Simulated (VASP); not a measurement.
**Al2BiSb: single point with r2SCAN**

Crystal: Al2BiSb.

```
CELL_PARAMETERS angstrom
4.43506 0.00000 0.00000
0.00000 4.43506 0.00000
0.00000 0.00000 6.26137
ATOMIC_POSITIONS crystal
Sb 0.00000 0.00000 0.00000
Al 0.00000 0.50000 0.75659
Al 0.50000 0.00000 0.24341
Bi 0.50000 0.50000 0.50000
```

| Item | Value |
| --- | --- |
| Program | VASP 6.6.1 |
| Task | single point |
| Functional | r2SCAN |
| Potentials or basis | VASP PAW PBE potentials, release 64 (Sb, Al, Bi_d) |
| Cutoff | 520 eV |
| k mesh | 4 × 4 × 2 |
| Occupations | gaussian, width 0.01 eV |
| Spin | no spin polarisation |

```json
{
  "Pressure": "0.0 GPa",
  "Largest force": "0.034 eV/Å",
  "Band gap on the k mesh": "0.99 eV"
}
```

Forces on the atoms (eV/Å):
```
Sb   0.000  0.000  0.000
Al   0.000  0.000 -0.034
Al   0.000  0.000  0.034
Bi   0.000  0.000  0.000
```

Stress tensor (GPa, compression positive):
```
 0.24  0.00  0.00
 0.00  0.24  0.00
 0.00  0.00 -0.45
```

Levels at points of the mesh, in eV from the valence-band top:
```csv
k point,band 10,band 11,band 12,band 13,band 14,band 15,band 16,band 17
"(0.00, 0.00, 0.00)",-2.32,-0.02,0.00,0.00,0.99,1.39,1.62,3.26
"(0.50, 0.00, 0.00)",-2.87,-2.86,-1.29,-0.81,2.47,2.70,4.82,4.83
"(0.50, 0.50, 0.00)",-2.40,-2.27,-2.27,-2.16,1.10,1.63,1.68,1.68
"(0.00, 0.00, 0.50)",-1.68,-1.68,-1.24,-1.24,1.72,2.02,3.09,3.22
"(0.50, 0.00, 0.50)",-1.24,-0.99,-0.94,-0.73,1.02,1.42,3.81,3.89
"(0.50, 0.50, 0.50)",-3.10,-3.10,-2.83,-2.74,4.15,4.34,4.43,4.61
```

Wall time 3.6 min on 1 thread of Intel Xeon 8259CL, with other jobs on the host, peak memory 0.27 GiB.

Caveat: the k points lie up to 0.50 Å⁻¹ apart; the PAW data sets were made with another functional, which shifts forces and pressure a little; spin-orbit coupling is left out, which moves the levels of the heavy elements. A k mesh can miss the band edges.
